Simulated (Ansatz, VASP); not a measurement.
# One calculation of KI, two programs

POSCAR

```
KI
1.0
    0.0000000000      3.9658927787      3.9658927787
    3.9658927787      0.0000000000      3.9658927787
    3.9658927787      3.9658927787      0.0000000000
K I
1 1
Direct
    0.0000000000      0.0000000000      0.0000000000
    0.2500000000      0.2500000000      0.2500000000
```

The input INCAR.step1:

```
  PREC = Accurate
  ENCUT = 520
  EDIFF = 1E-5
  ISMEAR = 0
  SIGMA = 0.01
  LREAL = F
  LASPH = T
  NELM = 80
  ALGO = Normal
  ISIF = 2
  LWAVE = T
  LCHARG = F
  NBANDS = 15
  GGA = PE
```

File INCAR.step2:

```
  PREC = Accurate
  ENCUT = 520
  EDIFF = 1E-6
  ISMEAR = 0
  SIGMA = 0.01
  LREAL = F
  LASPH = T
  NELM = 80
  ALGO = Normal
  ISIF = 2
  LWAVE = F
  LCHARG = F
  METAGGA = R2SCAN
  LHFCALC = T
  AEXX = 0.25
  LMIXTAU = T
  PRECFOCK = Normal
  NBANDS = 15
  ISTART = 1
```

The input KPOINTS:

```
regular mesh
0
Gamma
  4 4 4
```

Input for Ansatz:

```yaml
crystal:
  lattice:
    - [0.0, 3.9658927787, 3.9658927787]
    - [3.9658927787, 0.0, 3.9658927787]
    - [3.9658927787, 3.9658927787, 0.0]
  atoms:
    - { symbol: K, position: [0.0, 0.0, 0.0] }
    - { symbol: I, position: [0.25, 0.25, 0.25] }
kpoints:
  mp_grid: { grid: [4, 4, 4] }
  band_path:
    path:
      - [0.0, 0.0, 0.0]
      - [-0.5, -0.5, 0.0]
      - [-0.375, -0.375, 0.25]
      - [-0.375, 0.0, 0.375]
      - [0.0, 0.0, 0.5]
      - [-0.5, -0.25, 0.25]
      - [0.0, 0.145833, -0.145833]
    npoints: 1
hamiltonian:
  xc: r2scan0
scf:
  occupations: { method: fixed }
  n_extra_bands: 4
output:
  forces: true
  stress: true
  eigenvalues: true
  write_density: true
  write_potential: true
  elf: true
  volumetric_format: npy
```

Alike in both runs: task single point; functional r2SCAN0; k mesh 4 × 4 × 4; no spin polarisation.

```csv
,VASP,Ansatz
version,VASP 6.6.1,Ansatz 0.2.0
potentials or method,"VASP PAW PBE potentials, release 64 (K_sv, I)","plane waves, PAW"
plane-wave cutoff (eV),520,500
occupations,"gaussian, width 0.01 eV",fixed
valence electrons in the cell,16,26
```

|  | VASP | Ansatz | Ansatz less VASP |
| --- | --- | --- | --- |
| gap on the k mesh at the Fermi level (eV) | 5.85 | 5.85 | -0.005 |
| pressure (GPa) | -0.1 | 0.0 | +0.02 |

VASP's potentials were made for PBE, not for r2SCAN0. VASP's potentials hold 16 valence electrons a cell and Ansatz's 26, so a difference there can come from the potentials and not from the codes. Ansatz's warnings: stress exchange threshold loose, stress scf threshold loose, xc potential rough in thin density.

Neither program's run includes spin-orbit coupling.
